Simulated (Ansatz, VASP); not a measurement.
## Bi in VASP and in Ansatz

Contents of INCAR:

```
  ALGO = Fast
  EDIFF = 1E-6
  ENCUT = 520
  GGA = PE
  ISIF = 2
  ISMEAR = 0
  IVDW = 12
  LASPH = T
  LCHARG = F
  LREAL = F
  LWAVE = F
  NBANDS = 14
  NELM = 60
  PREC = Accurate
  SIGMA = 0.15
```

Contents of KPOINTS:

```
k-points
0
Gamma
  16 16 16
```

The input POSCAR:

```
Bi
1.0
   -1.8810902310      2.1750105796      1.8223061613
    1.8810902310     -2.1750105796      1.8223061613
    1.8810902310      2.1750105796     -1.8223061613
Bi
1
Direct
    0.0000000000      0.0000000000      0.0000000000
```

Input for Ansatz:

```yaml
crystal:
  lattice:
    - [-1.881090231, 2.1750105796, 1.8223061613]
    - [1.881090231, -2.1750105796, 1.8223061613]
    - [1.881090231, 2.1750105796, -1.8223061613]
  atoms:
    - { symbol: Bi, position: [0.0, 0.0, 0.0] }
basis:
  ecutwfc: 420
kpoints:
  mp_grid: { grid: [16, 16, 16] }
hamiltonian:
  xc: pbe
  dispersion: d3bj
scf:
  occupations: { method: gaussian, width: 0.15 }
output:
  forces: true
  stress: true
  eigenvalues: true
```

Change from the starting cell: strain +e along x and -e along y -0.0750, strain +e along z and -e/2 along x and y -0.0700.

Alike in both runs: task single point; functional PBE; dispersion D3(BJ); k mesh 16 × 16 × 16; occupations gaussian, width 0.15 eV; no spin polarisation.

|  | VASP | Ansatz |
| --- | --- | --- |
| version | VASP 6.6.1 | Ansatz 0.2.0 |
| potentials or method | VASP PAW PBE potentials, release 64 (Bi_d), cutoff 520 eV | scalar-relativistic, plane waves, PAW |
| valence electrons in the cell | 15 | 15 |

|  | VASP | Ansatz | Ansatz less VASP |
| --- | --- | --- | --- |
| gap on the k mesh at the Fermi level (eV) | none | none | - |
| pressure (GPa) | 0.8 | 0.8 | +0.04 |
| traceless stress, the component that is largest in VASP (GPa) | -1.15 | -1.15 | -0.006 |

A gap of «none» marks a metal or a gap that the smearing closes.

Neither program's run includes spin-orbit coupling.
